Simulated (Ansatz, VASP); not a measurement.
# Two plane-wave programs on AlCo

Contents of INCAR:

```
PREC     = Accurate       # precision mode
ENCUT    = 520            # plane-wave cutoff, eV
EDIFF    = 1E-6           # SCF threshold, eV
ISMEAR   = 0              # smearing method
SIGMA    = 0.15           # smearing width, eV
LREAL    = False          # projectors in reciprocal space
LASPH    = True           # aspherical terms in the spheres
NELM     = 150            # most SCF steps
ALGO     = Normal         # electronic algorithm
ISIF     = 2              # what is computed and relaxed
LWAVE    = False          # write WAVECAR
LCHARG   = False          # write CHGCAR
LMAXMIX  = 4              # l up to which the mixer works
LDAU     = True           # DFT+U
LDAUTYPE = 2            
LDAUL    = -1 2           # shell
LDAUU    = 0 2            # U, eV
LDAUJ    = 0 0          
LDAUPRINT= 1            
GGA      = PS             # functional
NBANDS   = 13             # bands
```

Contents of KPOINTS:

```
Automatic mesh
0
Gamma
  16 16 16
```

POSCAR

```
AlCo
1.0
    2.8194032100      0.0000000000      0.0000000000
    0.0000000000      2.8194032100      0.0000000000
    0.0000000000      0.0000000000      2.5938509532
Al Co
1 1
Direct
    0.0000000000      0.0000000000      0.0000000000
    0.5000000000      0.5000000000      0.5000000000
```

Input for Ansatz:

```yaml
crystal:
  lattice:
    - [2.81940321, 0.0, 0.0]
    - [0.0, 2.81940321, 0.0]
    - [0.0, 0.0, 2.5938509532]
  atoms:
    - { symbol: Al, position: [0.0, 0.0, 0.0] }
    - { symbol: Co, position: [0.5, 0.5, 0.5] }
basis:
  ecutwfc: 420
  ecutrho_ratio: 8
kpoints:
  mp_grid: { grid: [16, 16, 16] }
hamiltonian:
  xc: pbesol
  hubbard: { sites: [{ species: Co, l: d, u_eff: 2.0 }], double_counting: fll }
scf:
  occupations: { method: gaussian, width: 0.15 }
output:
  forces: true
  eigenvalues: true
  stress: true
```

Alike in both runs: task single point; functional PBEsol; k mesh 16 × 16 × 16; occupations gaussian, width 0.15 eV; no spin polarisation; Hubbard terms Co d U = 2.0 eV.

|  | VASP | Ansatz |
| --- | --- | --- |
| version | VASP 6.6.1 | Ansatz 0.2.0 |
| potentials or method | VASP PAW PBE potentials, release 64 (Al, Co), cutoff 520 eV | scalar-relativistic, plane waves, PAW |
| valence electrons in the cell | 12 | 20 |

VASP gave:

* gap on the k mesh at the Fermi level (eV): none
* pressure (GPa): 17.5
* traceless stress, the component that is largest in VASP (GPa): 17.27

Question: Estimate Ansatz's values.

Answer: gap on the k mesh at the Fermi level (eV): none; pressure (GPa): 19.6; traceless stress, the component that is largest in VASP (GPa): 17.45.

VASP's potentials were made for PBE, not for PBEsol. The programs project onto different local orbitals, so the same U acts differently, and such runs can settle in different states. A gap of «none» marks a metal or a gap that the smearing closes. VASP's potentials hold 12 valence electrons a cell and Ansatz's 20, so a difference there can come from the potentials and not from the codes. Ansatz's warnings: filled band counts differ across k points.
